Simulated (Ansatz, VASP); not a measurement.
One calculation of SnO, two programs

INCAR

```
ALGO = Normal ; EDIFF = 1E-6
ENCUT = 520 ; GGA = PE
ISIF = 2 ; ISMEAR = -1
LASPH = T ; LCHARG = F
LREAL = F ; LWAVE = F
NBANDS = 17 ; NELM = 60
PREC = Accurate ; SIGMA = 0.08
```

File KPOINTS:

```
k-points
0
Gamma
  12 12 12
```

POSCAR

```
SnO
1.0
    0.0000000000      2.7375941698      2.7375941698
    2.7375941698      0.0000000000      2.7375941698
    2.7375941698      2.7375941698      0.0000000000
Sn O
1 1
Direct
    0.0000000000      0.0000000000      0.0000000000
    0.2500000000      0.2500000000      0.2500000000
```

Input for Ansatz:

```yaml
crystal:
  lattice:
    - [0.0, 2.7375941698, 2.7375941698]
    - [2.7375941698, 0.0, 2.7375941698]
    - [2.7375941698, 2.7375941698, 0.0]
  atoms:
    - { symbol: Sn, position: [0.0, 0.0, 0.0] }
    - { symbol: O, position: [0.25, 0.25, 0.25] }
kpoints:
  mp_grid: { grid: [12, 12, 12] }
  band_path:
    path:
      - [0.0, 0.0, 0.0]
      - [-0.5, -0.5, 0.0]
      - [-0.375, -0.375, 0.25]
      - [-0.375, 0.0, 0.375]
      - [0.0, 0.0, 0.0]
      - [0.0, 0.0, 0.5]
      - [-0.5, -0.25, 0.25]
      - [-0.5, -0.5, 0.0]
    npoints: 14
scf:
  occupations: { method: fermi_dirac, width: 0.08 }
hamiltonian:
  xc: pbe
  pseudopotentials: { kind: all_electron, lapw: { basis_error: 0.001 } }
output:
  forces: true
  stress: true
  eigenvalues: true
  populations: true
  dos: { projected: true, de: 0.2, e_range: [-14, 8] }
```

Alike in both runs: task single point; functional PBE; k mesh 12 × 12 × 12; occupations fermi-dirac, width 0.08 eV; no spin polarisation.

|  | VASP | Ansatz |
| --- | --- | --- |
| version | VASP 6.6.1 | Ansatz 0.2.0 |
| potentials or method | VASP PAW PBE potentials, release 64 (Sn_d, O), cutoff 520 eV | all-electron LAPW, scalar-relativistic |

Ansatz gave:

```
pressure (GPa) : 0.0
```

**Question.** Estimate VASP's values.

**Answer.** Pressure (GPa): 0.1.

Ansatz ran all-electron here, and VASP with PAW potentials.
